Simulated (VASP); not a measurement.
# AlN (Fm-3m) in VASP: further runs, part 2 of 2

VASP 6.6.1. The steps go on from the part before.

## 3. Relaxation of cell and atoms, PBEsol+D3(BJ)

The COD entry that gives the cell may itself be a prediction, so a difference from it is no test against experiment.

This run uses another cell than the first one, of 7.63 Å³/atom, 0.923 times its volume.

Contents of INCAR:

```
SYSTEM = AlN
PREC     = Accurate       ! precision mode
ENCUT    = 600            ! plane-wave cutoff, eV
EDIFF    = 1E-6           ! SCF threshold, eV
ISMEAR   = 1              ! smearing method
SIGMA    = 0.1            ! smearing width, eV
LREAL    = .FALSE.        ! projectors in reciprocal space
LASPH    = .TRUE.         ! aspherical terms in the spheres
NELM     = 60             ! most SCF steps
ALGO     = Normal         ! electronic algorithm
ISIF     = 3              ! what is computed and relaxed
LWAVE    = .FALSE.        ! write WAVECAR
LCHARG   = .FALSE.        ! write CHGCAR
GGA      = PS             ! functional
IVDW     = 12             ! dispersion correction
IBRION   = 2              ! ionic algorithm
NSW      = 80             ! ionic steps
EDIFFG   = -0.01          ! ionic threshold
```

Contents of KPOINTS:

```
Automatic mesh
0
G
  8 8 8
  0 0 0
```

Contents of POSCAR:

```
AlN
1.0
    0.0000000000      1.9690000000      1.9690000000
    1.9690000000      0.0000000000      1.9690000000
    1.9690000000      1.9690000000      0.0000000000
Al N
1 1
Direct
    0.0000000000      0.0000000000      0.0000000000
    0.5000000000      0.5000000000      0.5000000000
```

Potentials or basis: VASP PAW PBE potentials, release 64 (Al, N).

Command:

```console
$ cat potpaw_PBE.64/Al/POTCAR potpaw_PBE.64/N/POTCAR > POTCAR
$ mpirun -np 1 vasp_std > vasp.out
```

OUTCAR:

```text
SYSTEM = AlN
   PREC = Accurate
   ENCUT = 600
   EDIFF = 1E-6
   ISMEAR = 1
   LREAL = .FALSE.
   LASPH = .TRUE.
   NELM = 60
   ISIF = 3
   GGA = PS
   IVDW = 12
   IBRION = 2
   NSW = 80
   EDIFFG = -0.01
 IVDW          = 12

 ion  position               nearest neighbor table
   1  0.000  0.000  0.000-   2 1.97   2 1.97   2 1.97   2 1.97   2 1.97   2 1.97
   2  0.500  0.500  0.500-   1 1.97   1 1.97   1 1.97   1 1.97   1 1.97   1 1.97

  LATTYP: Found a face centered cubic cell.
 ALAT       =     3.9380000000

  Lattice vectors:

 A1 = (   0.0000000000,   1.9690000000,   1.9690000000)
 A2 = (   1.9690000000,   0.0000000000,   1.9690000000)
 A3 = (   1.9690000000,   1.9690000000,   0.0000000000)

Analysis of symmetry for initial positions (statically):
=====================================================================
 Subroutine PRICEL returns:
 Original cell was already a primitive cell.

 Routine SETGRP: Setting up the symmetry group for a
 face centered cubic supercell.

 Subroutine GETGRP returns: Found 48 space group operations
 (whereof 48 operations were pure point group operations)
 out of a pool of 48 trial point group operations.

The static configuration has the point symmetry O_h .

Analysis of symmetry for dynamics (positions and initial velocities):
=====================================================================
 Subroutine PRICEL returns:
[... 155 lines left out ...]
  ext. energy  EPLUGINS =         0.00000000
  ---------------------------------------------------
  free energy    TOTEN  =       -15.35674178 eV

  energy without entropy =      -15.35677707  energy(sigma->0) =      -15.35675355

------------------------ aborting loop because EDIFF is reached ----------------------------------------

 Edisp (eV)   -0.62092

 E8    (eV) :    -0.3830
[... 31 lines left out ...]
--------------------------------------- Ionic step        2  -------------------------------------------

 number of electron       8.0000001 magnetization

 E-fermi :   9.4203     XC(G=0): -12.2512

 val. band max:        9.3384902221   @ k =   0.0000   0.0000   0.0000
 cond. band min:      13.4906160362   @ k =   0.5000   0.5000   0.0000
 fundamental gap:      4.1521258141
 Fermi energy:         9.4202501648

 k-point     1 :       0.0000    0.0000    0.0000
  band No.  band energies     occupation
      1      -7.8266      2.00000
      2       9.3385      1.98883
      3       9.3385      1.98883
      4       9.3385      1.98883
      5      14.4030      0.00000
      6      21.2275      0.00000
      7      21.2275      0.00000
      8      21.2275      0.00000
[... 292 lines left out ...]
--------------------------------------- Ionic step        3  -------------------------------------------

 number of electron       7.9999999 magnetization

 Free energy of the ion-electron system (eV)
  ---------------------------------------------------
  ext. energy  EPLUGINS =         0.00000000
  ---------------------------------------------------
  free energy    TOTEN  =       -15.44231420 eV

  energy without entropy =      -15.44235233  energy(sigma->0) =      -15.44232691

 E-fermi :  10.2297     XC(G=0): -12.5462

 val. band max:       10.1462711279   @ k =   0.0000   0.0000   0.0000
 cond. band min:      14.8921943249   @ k =   0.5000   0.5000   0.0000
 fundamental gap:      4.7459231970
 Fermi energy:        10.2297177588

 k-point     1 :       0.0000    0.0000    0.0000
  band No.  band energies     occupation
      1      -7.5871      2.00000
      2      10.1463      1.99670
      3      10.1463      1.99670
      4      10.1463      1.99669
      5      16.1044      0.00000
      6      22.2344      0.00000
      7      22.2344      0.00000
      8      22.2344      0.00000
[... 286 lines left out ...]
  FREE ENERGIE OF THE ION-ELECTRON SYSTEM (eV)
  ---------------------------------------------------
  free  energy   TOTEN  =       -16.0272527462 eV

  energy  without entropy=      -16.0272908797  energy(sigma->0) =      -16.02726546

 reached required accuracy - stopping structural energy minimisation
```

CONTCAR:

```text
AlN
   1.00000000000000
     0.0000000000000000    2.0083128104270775    2.0083128104270780
     2.0083128104270780    0.0000000000000000    2.0083128104270780
     2.0083128104270780    2.0083128104270775   -0.0000000000000000
  Al              N
     1     1
Direct
     0.0000000000000000    0.0000000000000000    0.0000000000000000
     0.5000000000000000    0.5000000000000000    0.5000000000000000

  0.00000000E+00  0.00000000E+00  0.00000000E+00
  0.00000000E+00  0.00000000E+00  0.00000000E+00
```

Run time: 19 s. Hardware: 1 thread of AMD EPYC 7R13, shared host; peak memory 0.12 GiB.

Results:

- Free energy: -16.0273 eV
- Relaxed volume: 8.10 Å³/atom
- Relaxed cell: a = 2.840 Å, b = 2.840 Å, c = 2.840 Å, α = 60.00°, β = 60.00°, γ = 60.00°
- Space group after relaxing (to 0.05 Å): Fm-3m (No. 225)
- Energy gained by relaxing: 24.8 meV/atom
- Ionic steps: 3
- Pressure after relaxing: -0.1 GPa
- Band gap on the k mesh: 4.75 eV, indirect (least direct gap 5.96 eV)
- Dispersion energy per atom: -0.292 eV

The path:
```csv
step,energy change (eV),largest force (eV/Å),pressure (GPa),volume (Å³)
1,0.0000,0.0000,18.08,15.27
2,0.0041,0.0000,-15.35,17.25
3,-0.0496,0.0000,-0.15,16.20
```

Final structure:
```
Al N
1.0
     0.00000    2.00831    2.00831
     2.00831    0.00000    2.00831
     2.00831    2.00831    0.00000
Al N
1 1
Cartesian
  0.0000 0.0000 0.0000
  2.0083 2.0083 2.0083
```

Levels at points of the mesh, in eV from the valence-band top:
| k point | band 1 | band 2 | band 3 | band 4 | band 5 | band 6 | band 7 | band 8 |
| --- | --- | --- | --- | --- | --- | --- | --- | --- |
| (0.00, 0.00, 0.00) | -17.73 | 0.00 | 0.00 | 0.00 | 5.96 | 12.09 | 12.09 | 12.09 |
| (0.50, 0.00, 0.00) | -14.35 | -8.50 | -1.13 | -1.13 | 6.17 | 11.06 | 11.06 | 13.55 |
| (0.50, 0.50, 0.00) | -13.32 | -7.58 | -2.87 | -2.87 | 4.75 | 5.10 | 14.21 | 17.47 |

Caveat: the PAW data sets were made with another functional, which shifts forces and pressure a little.

## 4. Relaxation of cell and atoms, LDA

This run uses another cell than the first one, of 7.63 Å³/atom, 0.923 times its volume.

Contents of INCAR:

```
SYSTEM = AlN
ALGO = Normal
EDIFF = 1E-7
EDIFFG = -0.01
ENCUT = 600
IBRION = 2
ISIF = 3
ISMEAR = 1
LASPH = .True.
LCHARG = .False.
LREAL = .False.
LWAVE = .False.
NELM = 60
NSW = 80
PREC = Accurate
SIGMA = 0.1
```

Contents of KPOINTS:

```
k-points
0
Gamma
  8 8 8
  0 0 0
```

POSCAR is that of step 3.

Potentials or basis: VASP PAW LDA potentials, release 64 (Al, N).

Command:

```console
$ cat potpaw_LDA.64/Al/POTCAR potpaw_LDA.64/N/POTCAR > POTCAR
$ mpirun -np 1 vasp_std > vasp.out
```

OUTCAR:

```text
SYSTEM = AlN
   EDIFF = 1E-7
   EDIFFG = -0.01
   ENCUT = 600
   IBRION = 2
   ISIF = 3
   ISMEAR = 1
   LASPH = .True.
   LREAL = .False.
   NELM = 60
   NSW = 80
   PREC = Accurate

 ion  position               nearest neighbor table
   1  0.000  0.000  0.000-   2 1.97   2 1.97   2 1.97   2 1.97   2 1.97   2 1.97
   2  0.500  0.500  0.500-   1 1.97   1 1.97   1 1.97   1 1.97   1 1.97   1 1.97

  LATTYP: Found a face centered cubic cell.
 ALAT       =     3.9380000000

  Lattice vectors:

 A1 = (   0.0000000000,   1.9690000000,   1.9690000000)
 A2 = (   1.9690000000,   0.0000000000,   1.9690000000)
 A3 = (   1.9690000000,   1.9690000000,   0.0000000000)

Analysis of symmetry for initial positions (statically):
=====================================================================
 Subroutine PRICEL returns:
 Original cell was already a primitive cell.

 Routine SETGRP: Setting up the symmetry group for a
 face centered cubic supercell.

 Subroutine GETGRP returns: Found 48 space group operations
[... 215 lines left out ...]
      2       9.1916      1.98789
      3       9.1916      1.98788
      4       9.1916      1.98788
      5      14.3873      0.00000
      6      21.0879      0.00000
      7      21.0879      0.00000
      8      21.0879      0.00000
[... 288 lines left out ...]
--------------------------------------- Ionic step        3  -------------------------------------------

 number of electron       8.0000000 magnetization

 Free energy of the ion-electron system (eV)
  ---------------------------------------------------
  ext. energy  EPLUGINS =         0.00000000
  ---------------------------------------------------
  free energy    TOTEN  =       -16.22983137 eV

  energy without entropy =      -16.22986983  energy(sigma->0) =      -16.22984419

 E-fermi :  10.0742     XC(G=0): -12.6738

 val. band max:        9.9908030754   @ k =   0.0000   0.0000   0.0000
 cond. band min:      14.6572010302   @ k =   0.5000   0.5000   0.0000
 fundamental gap:      4.6663979548
 Fermi energy:        10.0741875849

 k-point     1 :       0.0000    0.0000    0.0000
  band No.  band energies     occupation
      1      -7.6137      2.00000
      2       9.9908      1.99642
      3       9.9908      1.99641
      4       9.9908      1.99641
      5      16.0738      0.00000
      6      22.0791      0.00000
      7      22.0791      0.00000
      8      22.0791      0.00000
[... 282 lines left out ...]
  FREE ENERGIE OF THE ION-ELECTRON SYSTEM (eV)
  ---------------------------------------------------
  free  energy   TOTEN  =       -16.2298313684 eV

  energy  without entropy=      -16.2298698349  energy(sigma->0) =      -16.22984419

 reached required accuracy - stopping structural energy minimisation
```

CONTCAR:

```text
AlN
   1.00000000000000
     0.0000000000000000    2.0073302903006653    2.0073302903006653
     2.0073302903006653    0.0000000000000000    2.0073302903006653
     2.0073302903006653    2.0073302903006653    0.0000000000000000
  Al              N
     1     1
Direct
     0.0000000000000000    0.0000000000000000    0.0000000000000000
     0.5000000000000000    0.5000000000000000    0.5000000000000000

  0.00000000E+00  0.00000000E+00  0.00000000E+00
  0.00000000E+00  0.00000000E+00  0.00000000E+00
```

Wall time 23 s (1 thread of AMD EPYC 7R13, shared host); peak memory 0.1 GiB.

Results:

| Quantity | Value |
| --- | --- |
| Free energy | -16.2298 eV |
| Relaxed volume | 8.09 Å³/atom |
| Relaxed cell | a = 2.839 Å, b = 2.839 Å, c = 2.839 Å, α = 60.00°, β = 60.00°, γ = 60.00° |
| Space group after relaxing (to 0.05 Å) | Fm-3m (No. 225) |
| Energy gained by relaxing | 23.7 meV/atom |
| Ionic steps | 3 |
| Pressure after relaxing | -0.2 GPa |
| Band gap on the k mesh | 4.67 eV, indirect (least direct gap 6.08 eV) |

The path:
| step | energy change (eV) | largest force (eV/Å) | pressure (GPa) | volume (Å³) |
| --- | --- | --- | --- | --- |
| 1 | 0.0000 | 0.0000 | 17.72 | 15.27 |
| 2 | 0.0051 | 0.0000 | -15.28 | 17.21 |
| 3 | -0.0474 | 0.0000 | -0.18 | 16.18 |

Final structure:
```
CELL_PARAMETERS angstrom
0.00000 2.00733 2.00733
2.00733 0.00000 2.00733
2.00733 2.00733 0.00000
ATOMIC_POSITIONS crystal
Al 0.00000 0.00000 0.00000
N 0.50000 0.50000 0.50000
```

Levels at points of the mesh, in eV from the valence-band top:
| k point | band 2 | band 3 | band 4 | band 5 | band 6 | band 7 |
| --- | --- | --- | --- | --- | --- | --- |
| (0.00, 0.00, 0.00) | 0.00 | 0.00 | 0.00 | 6.08 | 12.09 | 12.09 |
| (0.50, 0.00, 0.00) | -8.48 | -1.12 | -1.12 | 6.26 | 10.98 | 10.98 |
| (0.50, 0.50, 0.00) | -7.56 | -2.87 | -2.87 | 4.67 | 5.16 | 14.15 |

## 5. Relaxation of cell and atoms, PBEsol

This run uses another cell than the first one, of 7.63 Å³/atom, 0.923 times its volume.

Contents of INCAR:

```
ALGO = Normal ; EDIFF = 1E-7
EDIFFG = -0.01 ; ENCUT = 600
GGA = PS ; IBRION = 2
ISIF = 3 ; ISMEAR = 1
LASPH = T ; LCHARG = F
LREAL = F ; LWAVE = F
NELM = 80 ; NSW = 80
PREC = Accurate ; SIGMA = 0.1
```

Contents of KPOINTS:

```
k-points
0
Gamma
  8 8 8
```

POSCAR is that of step 4.

Potentials or basis: VASP PAW PBE potentials, release 64 (Al, N).

Command:

```console
$ cat potpaw_PBE.64/Al/POTCAR potpaw_PBE.64/N/POTCAR > POTCAR
$ mpirun -np 1 vasp_std > vasp.out
```

Run time: 29 s. Hardware: 1 thread of AMD EPYC 7R13, shared host; peak memory 0.11 GiB.

It converged, with:

```yaml
Free_energy: -15.4482 eV
Relaxed_volume: 8.27 Å³/atom
Relaxed_cell: a = 2.859 Å, b = 2.859 Å, c = 2.859 Å, α = 60.00°, β = 60.00°, γ = 60.00°
Space_group_after_relaxing_to_0.05_Å: Fm-3m (No. 225)
Energy_gained_by_relaxing: 45.7 meV/atom
Ionic_steps: 4
Pressure_after_relaxing: 0.1 GPa
Band_gap_on_the_k_mesh: 4.55 eV, indirect (least direct gap 5.66 eV)
```

Step by step:
```
step  energy change (eV)  largest force (eV/Å)  pressure (GPa)  volume (Å³)
   1              0.0000                0.0000           24.65        15.27
   2              0.0020                0.0000          -18.90        18.01
   3             -0.0914                0.0000           -0.25        16.56
   4             -0.0914                0.0000            0.12        16.53
```

Final structure:
```
CELL_PARAMETERS angstrom
0.00000 2.02187 2.02187
2.02187 0.00000 2.02187
2.02187 2.02187 0.00000
ATOMIC_POSITIONS crystal
Al 0.00000 0.00000 0.00000
N 0.50000 0.50000 0.50000
```

Levels at points of the mesh, in eV from the valence-band top:
```tsv
k point	band 1	band 2	band 3	band 4	band 5	band 6	band 7	band 8
(0.00, 0.00, 0.00)	-17.55	0.00	0.00	0.00	5.66	12.02	12.02	12.02
(0.50, 0.00, 0.00)	-14.25	-8.36	-1.09	-1.09	6.04	10.90	10.90	13.25
(0.50, 0.50, 0.00)	-13.25	-7.45	-2.82	-2.82	4.55	5.14	13.96	17.16
```

Caveat: the PAW data sets were made with another functional, which shifts forces and pressure a little. As with any semilocal functional, this PBEsol gap is likely too small.

## 6. Summary

```tsv
task	level	potentials or basis	cell	cutoff (eV)	gap on the mesh (eV)	pressure (GPa)	relaxed volume (Å³/atom)
single point	PBEsol	VASP PAW PBE potentials, release 64 (Al, N)	a = 2.860 Å, angles 60.0°, 2 atoms	520	4.54	-0.1	-
relaxation of cell and atoms	PBEsol+D3(BJ)	VASP PAW PBE potentials, release 64 (Al, N)	relaxed from a = 2.785 Å, angles 60.0°, 2 atoms	600	4.75	-0.1	8.10
relaxation of cell and atoms	LDA	VASP PAW LDA potentials, release 64 (Al, N)	relaxed from a = 2.785 Å, angles 60.0°, 2 atoms	600	4.67	-0.2	8.09
relaxation of cell and atoms	PBEsol	VASP PAW PBE potentials, release 64 (Al, N)	relaxed from a = 2.785 Å, angles 60.0°, 2 atoms	600	4.55	0.1	8.27
```

Alike in all rows: no spin polarisation; k mesh 8 × 8 × 8; smearing methfessel-paxton 0.1 eV.

Caveats: the PAW data sets were made with another functional, which shifts forces and pressure a little (some runs).

Total energies depend on the potentials used, so only differences within one code and one set of settings carry meaning.
